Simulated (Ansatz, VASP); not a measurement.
# CrB5 in VASP and in Ansatz

```
Cr B
1.0
     0.00000    2.70349    2.70349
     2.70349    0.00000    2.70349
     2.70349    2.70349    0.00000
Cr B
1 5
Direct
  0.00000 0.00000 0.00000
  0.25000 0.25000 0.25000
  0.62460 0.62460 0.62460
  0.12620 0.62460 0.62460
  0.62460 0.62460 0.12620
  0.62460 0.12620 0.62460
```

Change from the starting cell: species swapped into the ZrCu5 type (F-43m, No. 216).

Alike in both runs: task relaxation of cell and atoms; functional PBE; k mesh 12 × 12 × 12; occupations gaussian, width 0.1 eV; no spin polarisation.

|  | VASP | Ansatz |
| --- | --- | --- |
| version | VASP 6.6.1 | Ansatz 0.2.0 |
| potentials or method | VASP PAW PBE potentials, release 64 (Cr_pv, B), cutoff 500 eV | scalar-relativistic, plane waves, PAW |
| valence electrons in the cell | 27 | 29 |

Ansatz gave:

```
gap on the k mesh at the Fermi level, each at its own relaxed structure (eV) : none
relaxed volume (Å³/atom)                                                     : 6.58
relaxed cell length with the largest relative difference (Å)                 : 3.821
```

Question: Estimate VASP's values.

Answer: gap on the k mesh at the Fermi level, each at its own relaxed structure (eV): none; relaxed volume (Å³/atom): 6.57; relaxed cell length with the largest relative difference (Å): 3.821.

A gap of «none» marks a metal or a gap that the smearing closes. VASP's potentials hold 27 valence electrons a cell and Ansatz's 29, so a difference there can come from the potentials and not from the codes.
